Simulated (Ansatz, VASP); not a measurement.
Si2W: VASP beside Ansatz

The input INCAR:

```
SYSTEM = Si2W
PREC = Accurate
ENCUT = 520
EDIFF = 1E-6
ISMEAR = 0
SIGMA = 0.15
LREAL = .FALSE.
LASPH = .TRUE.
NELM = 60
ALGO = Normal
ISIF = 2
LWAVE = .FALSE.
LCHARG = .TRUE.
GGA = PE
LELF = .TRUE.
LVHAR = .TRUE.
NBANDS = 18
```

KPOINTS

```
Automatic mesh
0
G
  18 18 18
  0 0 0
```

File POSCAR:

```
Si2W
1.0
   -1.6768257190      1.6768257190      4.0850973597
    1.6768257190     -1.6768257190      4.0850973597
    1.6768257190      1.6768257190     -4.0850973597
Si W
2 1
Direct
    0.3345726944      0.3345726944      0.0000000000
    0.6654273056      0.6654273056      0.0000000000
    0.0000000000      0.0000000000      0.0000000000
```

Input for Ansatz:

```yaml
crystal:
  lattice:
    - [-1.676825719, 1.676825719, 4.0850973597]
    - [1.676825719, -1.676825719, 4.0850973597]
    - [1.676825719, 1.676825719, -4.0850973597]
  atoms:
    - { symbol: Si, position: [0.3345726944, 0.3345726944, 0.0] }
    - { symbol: Si, position: [0.6654273056, 0.6654273056, 0.0] }
    - { symbol: W, position: [0.0, 0.0, 0.0] }
basis:
  ecutwfc: 420
kpoints:
  mp_grid: { grid: [18, 18, 18] }
hamiltonian:
  xc: pbe
  pseudopotentials: { kind: paw, azcp: { folder: soft_1 } }
scf:
  occupations: { method: gaussian, width: 0.15 }
output:
  forces: true
  stress: true
  eigenvalues: true
```

Alike in both runs: task single point; functional PBE; k mesh 18 × 18 × 18; occupations gaussian, width 0.15 eV; no spin polarisation.

```csv
,VASP,Ansatz
version,VASP 6.6.1,Ansatz 0.2.0
potentials or method,"VASP PAW PBE potentials, release 64 (Si, W_sv), cutoff 520 eV","scalar-relativistic, plane waves, PAW"
valence electrons in the cell,22,22
```

```csv
,VASP,Ansatz,Ansatz less VASP
gap on the k mesh at the Fermi level (eV),none,none,-
pressure (GPa),-19.4,-19.4,+0.02
"traceless stress, the component that is largest in VASP (GPa)",-1.53,-1.49,+0.034
rms of the force components (eV/Å),0.119,0.120,+0.0007
```

Atom by atom the forces differ by 0.001 eV/Å (rms over components). A gap of «none» marks a metal or a gap that the smearing closes. With one functional, cell and mesh, what is left measures potentials, basis and numerics.

Spin-orbit coupling is off throughout.
